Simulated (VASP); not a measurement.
# Zn (P6_3/mmc) in VASP: a series of runs

Zn is run at these levels: r2SCAN; tasks: single point.

All numbers are computed with VASP 6.6.1; they aren't measurements. Logs are shortened: lines on timing, memory, paths and dates and some standing lists are left out, and cuts for length are marked.

## 1. The cell of the first run

The structure is hexagonal, space group P6_3/mmc (No. 194). Conventional cell: a = 2.614 Å, b = 2.614 Å, c = 4.873 Å, α = 90.00°, β = 90.00°, γ = 120.00°. Zn (site symmetry -6m2) has 12 Zn at 2.61 to 2.87 Å within 3.4 Å.

## 2. Single point, r2SCAN

POSCAR

```
Zn
1.0
    2.6143598000      0.0000000000      0.0000000000
   -1.3071799000      2.2641020000      0.0000000000
    0.0000000000      0.0000000000      4.8731610200
Zn
2
Direct
    0.3333333300      0.6666666700      0.2500000000
    0.6666666700      0.3333333300      0.7500000000
```

INCAR.step1

```
PREC     = Accurate       # precision mode
ENCUT    = 520            # plane-wave cutoff, eV
ISMEAR   = 0              # smearing method
SIGMA    = 0.1            # smearing width, eV
LREAL    = False          # projectors in reciprocal space
LASPH    = True           # aspherical terms in the spheres
NELM     = 60             # most SCF steps
NBANDS   = 19             # bands
GGA      = PE             # functional
ALGO     = Normal         # electronic algorithm
EDIFF    = 1E-4           # SCF threshold, eV
LWAVE    = True           # write WAVECAR
LCHARG   = False          # write CHGCAR
```

INCAR.step2

```
PREC     = Accurate       # precision mode
ENCUT    = 520            # plane-wave cutoff, eV
EDIFF    = 1E-6           # SCF threshold, eV
ISMEAR   = 0              # smearing method
SIGMA    = 0.1            # smearing width, eV
LREAL    = False          # projectors in reciprocal space
LASPH    = True           # aspherical terms in the spheres
NELM     = 60             # most SCF steps
ALGO     = Normal         # electronic algorithm
ISIF     = 2              # what is computed and relaxed
LWAVE    = False          # write WAVECAR
LCHARG   = True           # write CHGCAR
METAGGA  = R2SCAN         # meta-GGA
LMIXTAU  = True         
LELF     = True           # ELF
LVHAR    = True         
NBANDS   = 19             # bands
ISTART   = 1
```

KPOINTS

```
Automatic mesh
0
Gamma
  9 9 4
```

Potentials or basis: VASP PAW PBE potentials, release 64 (Zn).

Launch:

```
$ cat potpaw_PBE.64/Zn/POTCAR > POTCAR
$ cp INCAR.step1 INCAR
$ mpirun -np 1 vasp_std > vasp.out
$ cp INCAR.step2 INCAR
$ mpirun -np 1 vasp_std > vasp.out
```

OUTCAR:

```text
PREC = Accurate
   ENCUT = 520
   EDIFF = 1E-6
   ISMEAR = 0
   LREAL = False
   LASPH = True
   NELM = 60
   ISIF = 2
   METAGGA = R2SCAN
   ISTART = 1

 ion  position               nearest neighbor table
   1  0.333  0.667  0.250-   2 2.87   2 2.87   2 2.87   2 2.87   2 2.87   2 2.87
   2  0.667  0.333  0.750-   1 2.87   1 2.87   1 2.87   1 2.87   1 2.87   1 2.87

  LATTYP: Found a hexagonal cell.
 ALAT       =     2.6143598000
 C/A-ratio  =     1.8639978399

  Lattice vectors:

 A1 = (   2.6143598000,   0.0000000000,   0.0000000000)
 A2 = (  -1.3071799000,   2.2641020000,   0.0000000000)
 A3 = (   0.0000000000,   0.0000000000,   4.8731610200)

Analysis of symmetry for initial positions (statically):
=====================================================================
 Subroutine PRICEL returns:
 Original cell was already a primitive cell.

 Routine SETGRP: Setting up the symmetry group for a
 hexagonal supercell.

 Subroutine GETGRP returns: Found 24 space group operations
 (whereof 12 operations were pure point group operations)
 out of a pool of 24 trial point group operations.

The static configuration has the point symmetry D_3d.
 The point group associated with its full space group is D_6h.

Analysis of symmetry for dynamics (positions and initial velocities):
=====================================================================
 Subroutine PRICEL returns:
 Original cell was already a primitive cell.

 Routine SETGRP: Setting up the symmetry group for a
 hexagonal supercell.

 Subroutine GETGRP returns: Found 24 space group operations
 (whereof 12 operations were pure point group operations)
 out of a pool of 24 trial point group operations.

The dynamic configuration has the point symmetry D_3d.
 The point group associated with its full space group is D_6h.

 Subroutine INISYM returns: Found 24 space group operations
 (whereof 12 operations are pure point group operations),
 and found     1 'primitive' translations

----------------------------------------------------------------------------------------

                                     Primitive cell

  volume of cell :      28.8451

  direct lattice vectors                    reciprocal lattice vectors
     2.614359800  0.000000000  0.000000000     0.382502822  0.220838107  0.000000000
    -1.307179900  2.264102000  0.000000000     0.000000000  0.441676214  0.000000000
     0.000000000  0.000000000  4.873161020     0.000000000  0.000000000  0.205205614

  length of vectors
     2.614359800  2.614359799  4.873161020     0.441676214  0.441676214  0.205205614

  position of ions in fractional coordinates (direct lattice)
     0.333333330  0.666666670  0.250000000
     0.666666670  0.333333330  0.750000000

  ion indices of the primitive-cell ions
   primitive index   ion index
                 1           1
                 2           2

----------------------------------------------------------------------------------------

 KPOINTS: Automatic mesh

Automatic generation of k-mesh.
 Grid dimensions read from file:
 generate k-points for:    9    9    4

 Generating k-lattice:

  Cartesian coordinates                     Fractional coordinates (reciprocal lattice)
     0.042500314  0.024537567  0.000000000     0.111111111  0.000000000  0.000000000
     0.000000000  0.049075135  0.000000000     0.000000000  0.111111111  0.000000000
     0.000000000  0.000000000  0.051301404     0.000000000  0.000000000  0.250000000

  Length of vectors
     0.049075135  0.049075135  0.051301404

  Shift w.r.t. Gamma in fractional coordinates (k-lattice)
     0.000000000  0.000000000  0.000000000

 Subroutine IBZKPT returns following result:
 ===========================================

 Found     36 irreducible k-points:

 Following reciprocal coordinates:
            Coordinates               Weight
  0.000000  0.000000  0.000000      1.000000
  0.111111 -0.000000  0.000000      6.000000
  0.222222 -0.000000  0.000000      6.000000
  0.333333 -0.000000  0.000000      6.000000
  0.444444 -0.000000  0.000000      6.000000
  0.111111  0.111111  0.000000      6.000000
[... 16 lines left out ...]
  0.333333  0.222222  0.250000     24.000000
  0.333333  0.333333  0.250000      4.000000
 [... further k-points ...]
   k-points           NKPTS =     36   k-points in BZ     NKDIM =     36   number of bands    NBANDS=     19
   number of dos      NEDOS =    301   number of ions     NIONS =      2
   total plane-waves  NPLWV =  14400
   dimension x,y,z NGX =    20 NGY =   20 NGZ =   36
   dimension x,y,z NGXF=    40 NGYF=   40 NGZF=   72
   ions per type =               2
   NGX,Y,Z   is equivalent  to a cutoff of  12.72, 12.72, 12.28 a.u.
   NGXF,Y,Z  is equivalent  to a cutoff of  25.44, 25.44, 24.56 a.u.
 SYSTEM =  unknown system
   PREC   = accura    normal or accurate (medium, high low for compatibility)
   ISTART =      1    job   : 0-new  1-cont  2-samecut
   ICHARG =      0    charge: 1-file 2-atom 10-const
   ISPIN  =      1    spin polarized calculation?
   LNONCOLLINEAR =      F non collinear calculations
   LSORBIT =      F    spin-orbit coupling
   LASPH  =      T    aspherical Exc in radial PAW
   ENCUT  =  520.0 eV  38.22 Ry    6.18 a.u.   4.86  4.86  9.06*2*pi/ulx,y,z
   NELM   =     60;   NELMIN=  2; NELMDL=  0     # of ELM steps
   EDIFF  = 0.1E-05   stopping-criterion for ELM
   LREAL  =      F    real-space projection
   EDIFFG = 0.1E-04   stopping-criterion for IOM
   NSW    =      0    number of steps for IOM
   IBRION =     -1    ionic relax: 0-MD 1-quasi-New 2-CG
   NFREE  =      0    steps in history (QN), initial steepest desc. (CG)
   ISIF   =      2    stress and relaxation
   ISYM   =      2    0-nonsym 1-usesym 2-fastsym
   POTIM  = 0.5000    time-step for ionic-motion
   TEBEG  =    0.0;   TEEND  =   0.0 temperature during run
   PSTRESS=    0.0 pullay stress
   NELECT =      24.0000    total number of electrons
   NUPDOWN=      -1.0000    fix difference up-down
   EMIN   =  10.00;   EMAX   =-10.00  energy-range for DOS
   EFERMI =   0.00;   METHOD = LEGACY
   ISMEAR =     0;   SIGMA  =   0.10  broadening in eV -4-tet -1-fermi 0-gaus
   EFERMI_NEDOS =   21; number of points for ismear=-14 and -15
   IALGO  =     38    algorithm
   IMIX   =      4    mixing-type and parameters
     AMIX     =   0.40;   BMIX     =  1.00
     AMIX_MAG =   1.60;   BMIX_MAG =  1.00
  volume/ion in A,a.u.               =      14.42        97.33
  Fermi-wavevector in a.u.,A,eV,Ry     =   1.539765  2.909735 32.257744  2.370877
  Thomas-Fermi vector in A             =   2.645947
   LORBIT       =      0    0 simple, 1 ext, 2 COOP (PROOUT), +10 PAW based schemes
   METAGGA = R2SCAN    functional components
   LHFCALC =     F    Hartree Fock is set to
   AEXX    =    0.0000 exact exchange contribution
   IVDW    =     0    specifies the selected vdW correction
   LEPSILON=     F    determine dielectric tensor
   LRPA    =     F    only Hartree local field effects (RPA)
 non-spin polarized calculation
 Gauss-broadening in eV      SIGMA  =   0.10
  energy-cutoff  :      520.00
  volume of cell :       28.85
 maximum number of plane-waves:       792
 NGX is ok and might be reduce to    20
   NGX =  9   NGY =  9   NGZ = 19

 number of electron      24.0000032 magnetization

 Free energy of the ion-electron system (eV)
  ---------------------------------------------------
  ext. energy  EPLUGINS =         0.00000000
  ---------------------------------------------------
  free energy    TOTEN  =       -17.75514311 eV

  energy without entropy =      -17.75019953  energy(sigma->0) =      -17.75267132

 E-fermi :   3.6387     XC(G=0): -12.9566

 val. band max:        3.4978886370   @ k =   0.3333   0.3333   0.0000
 cond. band min:       3.6561857030   @ k =   0.3333   0.1111   0.0000
 fundamental gap:      0.1582970661
 Fermi energy:         3.6387383700

 k-point     1 :       0.0000    0.0000    0.0000
  band No.  band energies     occupation
      1      -7.9473      2.00000
      2      -5.8747      2.00000
      3      -5.0466      2.00000
      4      -4.7775      2.00000
      5      -4.7773      2.00000
      6      -4.7215      2.00000
[... 11 lines left out ...]
     18      24.0852      0.00000
     19      24.2115      0.00000

 k-point     2 :       0.1111   -0.0000    0.0000
  band No.  band energies     occupation
      1      -7.5510      2.00000
      2      -5.7039      2.00000
      3      -5.0107      2.00000
      4      -4.8143      2.00000
      5      -4.7585      2.00000
      6      -4.6827      2.00000
[... 11 lines left out ...]
     18      22.2355      0.00000
     19      24.3342      0.00000

 k-point     3 :       0.2222   -0.0000    0.0000
  band No.  band energies     occupation
      1      -6.4610      2.00000
      2      -5.4200      2.00000
      3      -4.9524      2.00000
      4      -4.8704      2.00000
      5      -4.8478      2.00000
      6      -4.6247      2.00000
[... 11 lines left out ...]
     18      20.3254      0.00000
     19      20.4245      0.00000

 k-point     4 :       0.3333   -0.0000    0.0000
  band No.  band energies     occupation
      1      -5.6144      2.00000
      2      -5.4602      2.00000
      3      -5.1724      2.00000
      4      -4.7773      2.00000
      5      -4.6895      2.00000
      6      -4.5559      2.00000
[... 11 lines left out ...]
     18      19.3662      0.00000
     19      21.5660      0.00000

 k-point     5 :       0.4444   -0.0000    0.0000
  band No.  band energies     occupation
      1      -5.6187      2.00000
      2      -5.5282      2.00000
      3      -5.3346      2.00000
      4      -4.7972      2.00000
      5      -4.6339      2.00000
      6      -4.6072      2.00000
[... 11 lines left out ...]
     18      18.8854      0.00000
     19      20.5324      0.00000
[... 334 lines left out ...]
      2      -5.4938      2.00000
      3      -5.2131      2.00000
      4      -5.0482      2.00000
      5      -4.6639      2.00000
      6      -4.4147      2.00000
[... 11 lines left out ...]
     18      15.3467      0.00000
     19      21.0159      0.00000

 k-point    22 :       0.2222    0.2222    0.2500
  band No.  band energies     occupation
      1      -5.2386      2.00000
      2      -5.1441      2.00000
      3      -5.1221      2.00000
      4      -4.9994      2.00000
      5      -4.8077      2.00000
      6      -4.6846      2.00000
[... 11 lines left out ...]
     18      16.7821      0.00000
     19      18.9061      0.00000

 k-point    23 :       0.3333    0.2222    0.2500
  band No.  band energies     occupation
      1      -5.2870      2.00000
      2      -5.1972      2.00000
      3      -5.0383      2.00000
      4      -4.9903      2.00000
      5      -4.8333      2.00000
      6      -4.5549      2.00000
[... 11 lines left out ...]
     18      14.4033      0.00000
     19      17.7099      0.00000

 k-point    24 :       0.3333    0.3333    0.2500
  band No.  band energies     occupation
      1      -5.1142      2.00000
      2      -5.0437      2.00000
      3      -5.0436      2.00000
      4      -4.9093      2.00000
      5      -4.7888      2.00000
      6      -4.7888      2.00000
[... 11 lines left out ...]
     18      13.7280      0.00000
     19      14.8863      0.00000

 [... further k-points ...]
[... 5 lines left out ...]
  --------------------------------------------------------------------------------------
  -------------------------------------------------------------------------------------
  Total        0.1017423      0.1017423     -0.1665744      0.0000000     -0.0000000      0.0000000
  in kB        5.6511939      5.6511939     -9.2522390      0.0000000     -0.0000000      0.0000000
  external PRESSURE =       0.6833830 kB  Pullay stress =       0.0000000 kB

 VOLUME and BASIS-vectors are now :
 -----------------------------------------------------------------------------
  energy-cutoff  :      520.00
  volume of cell :       28.85
      direct lattice vectors                 reciprocal lattice vectors
     2.614359800  0.000000000  0.000000000     0.382502822  0.220838107  0.000000000
    -1.307179900  2.264102000  0.000000000     0.000000000  0.441676214  0.000000000
     0.000000000  0.000000000  4.873161020     0.000000000  0.000000000  0.205205614

 POSITION                                       TOTAL-FORCE (eV/Angst)
 -----------------------------------------------------------------------------------
     -0.00000      1.50940      1.21829         0.000000     -0.000000      0.000000
      1.30718      0.75470      3.65487        -0.000000      0.000000      0.000000
 -----------------------------------------------------------------------------------
    total drift:                               -0.000001      0.000000      0.000000

  FREE ENERGIE OF THE ION-ELECTRON SYSTEM (eV)
  ---------------------------------------------------
  free  energy   TOTEN  =       -17.7551431147 eV

  energy  without entropy=      -17.7501995321  energy(sigma->0) =      -17.75267132
```

Wall time 2.6 min (1 thread of Intel Xeon 8259CL, shared host); peak memory 0.15 GiB.

Results:

* Free energy: -17.7551 eV
* Pressure: 0.1 GPa
* Band gap on the k mesh: zero (bands 12 and 13 overlap by 4.07 eV)

Caveat: the PAW data sets were made with another functional, which shifts forces and pressure a little.

[end of part 1 of 2]

The gap in the log of VASP goes by the Fermi energy; the results here count the filled bands.